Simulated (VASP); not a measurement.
# BeTe (F-43m) in VASP: relaxation of cell and atoms with PBE

Aim: the relaxation of cell and atoms of BeTe with PBE.

Everything below comes from runs of VASP 6.6.1. Logs are shortened: lines on timing, memory, paths and dates and some standing lists are left out, and cuts for length are marked.

## Step 1: The cell of the first run

It takes space group F-43m (No. 216, cubic). Conventional cell: a = 5.540 Å, b = 5.540 Å, c = 5.540 Å, α = 90.00°, β = 90.00°, γ = 90.00°. Be (site symmetry -43m) has 4 Te at 2.40 Å within 3.2 Å. Te (site symmetry -43m) has 4 Be at 2.40 Å within 3.2 Å.

## Step 2: Relaxation of cell and atoms, PBE

The input, INCAR:

```
SYSTEM = BeTe
  ALGO = Normal
  EDIFF = 1E-7
  EDIFFG = -0.01
  ENCUT = 600
  GGA = PE
  GGA_COMPAT = .False.
  IBRION = 2
  ISIF = 3
  ISMEAR = 1
  LASPH = .True.
  LCHARG = .False.
  LREAL = .False.
  LWAVE = .False.
  NELM = 120
  NELMIN = 4
  NSW = 80
  PREC = Accurate
  SIGMA = 0.01
```

The input, KPOINTS:

```
k-points
0
Gamma
  5 5 5
  0 0 0
```

The input, POSCAR:

```
BeTe
1.0
    0.0000000000      2.7700000000      2.7700000000
    2.7700000000      0.0000000000      2.7700000000
    2.7700000000      2.7700000000      0.0000000000
Be Te
1 1
Direct
    0.0000000000      0.0000000000      0.0000000000
    0.2500000000      0.2500000000      0.2500000000
```

Potentials or basis: VASP PAW PBE potentials, release 64 (Be, Te).

On the command line:

```bash
$ cat potpaw_PBE.64/Be/POTCAR potpaw_PBE.64/Te/POTCAR > POTCAR
$ mpirun -np 1 vasp_std > vasp.out
```

OUTCAR:

```text
SYSTEM = BeTe
   EDIFF = 1E-7
   EDIFFG = -0.01
   ENCUT = 600
   GGA = PE
   IBRION = 2
   ISIF = 3
   ISMEAR = 1
   LASPH = .True.
   LREAL = .False.
   NELM = 120
   NELMIN = 4
   NSW = 80
   PREC = Accurate

 ion  position               nearest neighbor table
   1  0.000  0.000  0.000-   2 2.40   2 2.40   2 2.40   2 2.40
   2  0.250  0.250  0.250-   1 2.40   1 2.40   1 2.40   1 2.40

  LATTYP: Found a face centered cubic cell.
 ALAT       =     5.5400000000

  Lattice vectors:

 A1 = (   0.0000000000,   2.7700000000,   2.7700000000)
 A2 = (   2.7700000000,   0.0000000000,   2.7700000000)
 A3 = (   2.7700000000,   2.7700000000,   0.0000000000)

Analysis of symmetry for initial positions (statically):
=====================================================================
 Subroutine PRICEL returns:
 Original cell was already a primitive cell.

 Routine SETGRP: Setting up the symmetry group for a
 face centered cubic supercell.

 Subroutine GETGRP returns: Found 24 space group operations
 (whereof 24 operations were pure point group operations)
 out of a pool of 48 trial point group operations.

The static configuration has the point symmetry T_d .

Analysis of symmetry for dynamics (positions and initial velocities):
=====================================================================
 Subroutine PRICEL returns:
 Original cell was already a primitive cell.

 Routine SETGRP: Setting up the symmetry group for a
 face centered cubic supercell.

 Subroutine GETGRP returns: Found 24 space group operations
 (whereof 24 operations were pure point group operations)
 out of a pool of 48 trial point group operations.

The dynamic configuration has the point symmetry T_d .

 Subroutine INISYM returns: Found 24 space group operations
 (whereof 24 operations are pure point group operations),
 and found     1 'primitive' translations

----------------------------------------------------------------------------------------

                                     Primitive cell

  volume of cell :      42.5079

  direct lattice vectors                    reciprocal lattice vectors
     0.000000000  2.770000000  2.770000000    -0.180505415  0.180505415  0.180505415
     2.770000000  0.000000000  2.770000000     0.180505415 -0.180505415  0.180505415
     2.770000000  2.770000000  0.000000000     0.180505415  0.180505415 -0.180505415

[... 56 lines left out ...]
   NGX,Y,Z   is equivalent  to a cutoff of  13.58, 13.58, 13.58 a.u.
   NGXF,Y,Z  is equivalent  to a cutoff of  27.16, 27.16, 27.16 a.u.
 SYSTEM =  BeTe
   PREC   = accura    normal or accurate (medium, high low for compatibility)
   ISTART =      0    job   : 0-new  1-cont  2-samecut
   ICHARG =      2    charge: 1-file 2-atom 10-const
   ISPIN  =      1    spin polarized calculation?
   LNONCOLLINEAR =      F non collinear calculations
   LSORBIT =      F    spin-orbit coupling
   LASPH  =      T    aspherical Exc in radial PAW
   ENCUT  =  600.0 eV  44.10 Ry    6.64 a.u.   7.82  7.82  7.82*2*pi/ulx,y,z
   NELM   =    120;   NELMIN=  4; NELMDL= -5     # of ELM steps
   EDIFF  = 0.1E-06   stopping-criterion for ELM
   LREAL  =      F    real-space projection
   EDIFFG = -.1E-01   stopping-criterion for IOM
   NSW    =     80    number of steps for IOM
   IBRION =      2    ionic relax: 0-MD 1-quasi-New 2-CG
   NFREE  =      1    steps in history (QN), initial steepest desc. (CG)
   ISIF   =      3    stress and relaxation
   ISYM   =      2    0-nonsym 1-usesym 2-fastsym
   POTIM  = 0.5000    time-step for ionic-motion
   TEBEG  =    0.0;   TEEND  =   0.0 temperature during run
   PSTRESS=    0.0 pullay stress
   NELECT =       8.0000    total number of electrons
   NUPDOWN=      -1.0000    fix difference up-down
   EMIN   =  10.00;   EMAX   =-10.00  energy-range for DOS
   EFERMI =   0.00;   METHOD = LEGACY
   ISMEAR =     1;   SIGMA  =   0.01  broadening in eV -4-tet -1-fermi 0-gaus
   EFERMI_NEDOS =   21; number of points for ismear=-14 and -15
   IALGO  =     38    algorithm
   IMIX   =      4    mixing-type and parameters
     AMIX     =   0.40;   BMIX     =  1.00
     AMIX_MAG =   1.60;   BMIX_MAG =  1.00
  volume/ion in A,a.u.               =      21.25       143.43
  Fermi-wavevector in a.u.,A,eV,Ry     =   0.938170  1.772885 11.975354  0.880164
  Thomas-Fermi vector in A             =   2.065355
   LORBIT       =      0    0 simple, 1 ext, 2 COOP (PROOUT), +10 PAW based schemes
   GGA     = PE    functional components
   LHFCALC =     F    Hartree Fock is set to
   AEXX    =    0.0000 exact exchange contribution
   IVDW    =     0    specifies the selected vdW correction
   LEPSILON=     F    determine dielectric tensor
   LRPA    =     F    only Hartree local field effects (RPA)
 conjugate gradient relaxation of ions
 non-spin polarized calculation
 Methfessel and Paxton  Order N= 1 SIGMA  =   0.01
  energy-cutoff  :      600.00
  volume of cell :       42.51
 maximum number of plane-waves:      1430
   NGX = 15   NGY = 15   NGZ = 15

--------------------------------------- Ionic step        1  -------------------------------------------

 number of electron       8.0000000 magnetization

 Free energy of the ion-electron system (eV)
  ---------------------------------------------------
  ext. energy  EPLUGINS =         0.00000000
  ---------------------------------------------------
  free energy    TOTEN  =        -7.56176543 eV

  energy without entropy =       -7.56177935  energy(sigma->0) =       -7.56177007

------------------------ aborting loop because EDIFF is reached ----------------------------------------

  FORCE on cell =-STRESS in cart. coord.  units (eV):
  Direction    XX          YY          ZZ          XY          YZ          ZX
  --------------------------------------------------------------------------------------
  -------------------------------------------------------------------------------------
  Total        1.2228581      1.2228581      1.2228581     -0.0000000      0.0000000     -0.0000000
  in kB       46.0911297     46.0911297     46.0911297     -0.0000000      0.0000000     -0.0000000
  external PRESSURE =      46.0911297 kB  Pullay stress =       0.0000000 kB
[... 59 lines left out ...]
--------------------------------------- Ionic step        3  -------------------------------------------

 number of electron       8.0000000 magnetization

 Free energy of the ion-electron system (eV)
  ---------------------------------------------------
  ext. energy  EPLUGINS =         0.00000000
  ---------------------------------------------------
  free energy    TOTEN  =        -7.60409088 eV

  energy without entropy =       -7.60409088  energy(sigma->0) =       -7.60409088

 E-fermi :   4.9271     XC(G=0):  -8.9669

 val. band max:        4.8678580410   @ k =   0.0000   0.0000   0.0000
 cond. band min:       6.9889073163   @ k =   0.4000   0.4000   0.0000
 fundamental gap:      2.1210492753
 Fermi energy:         4.9271295912

 k-point     1 :       0.0000    0.0000    0.0000
  band No.  band energies     occupation
      1      -7.2901      2.00000
      2       4.8679      2.00000
      3       4.8679      2.00000
      4       4.8679      2.00000
      5       8.4904      0.00000
      6       8.4904      0.00000
      7       8.4904      0.00000
      8       8.5343      0.00000
[... 126 lines left out ...]
  FREE ENERGIE OF THE ION-ELECTRON SYSTEM (eV)
  ---------------------------------------------------
  free  energy   TOTEN  =        -7.6040908840 eV

  energy  without entropy=       -7.6040908840  energy(sigma->0) =       -7.60409088

 reached required accuracy - stopping structural energy minimisation
```

It took 20 s on 1 thread of AMD EPYC 7R43 (Zen 3), shared host; peak memory 0.15 GiB.

Results:

| Item | Value |
| --- | --- |
| Free energy | -7.6041 eV |
| Relaxed volume | 22.81 Å³/atom |
| Relaxed cell | a = 4.011 Å, b = 4.011 Å, c = 4.011 Å, α = 60.00°, β = 60.00°, γ = 60.00° |
| Space group after relaxing (to 0.1 Å) | F-43m (No. 216) |
| Energy gained by relaxing | 21.2 meV/atom |
| Ionic steps | 3 |
| Pressure after relaxing | 0.0 GPa |
| Band gap on the k mesh | 2.12 eV (least direct gap 3.62 eV) |

The path:
| step | energy change (eV) | largest force (eV/Å) | pressure (GPa) | volume (Å³) |
| --- | --- | --- | --- | --- |
| 1 | 0.0000 | 0.0000 | 4.61 | 42.51 |
| 2 | -0.0402 | 0.0000 | -0.89 | 46.38 |
| 3 | -0.0423 | 0.0000 | 0.01 | 45.62 |

Final structure:
```
Be Te
1.0
     0.00000    2.83605    2.83605
     2.83605    0.00000    2.83605
     2.83605    2.83605    0.00000
Be Te
1 1
Direct
  0.00000 0.00000 0.00000
  0.25000 0.25000 0.25000
```

Caveat: spin-orbit coupling is left out, which moves the levels of the heavy elements; an odd mesh through Γ misses points on the zone boundary, where band edges can lie.
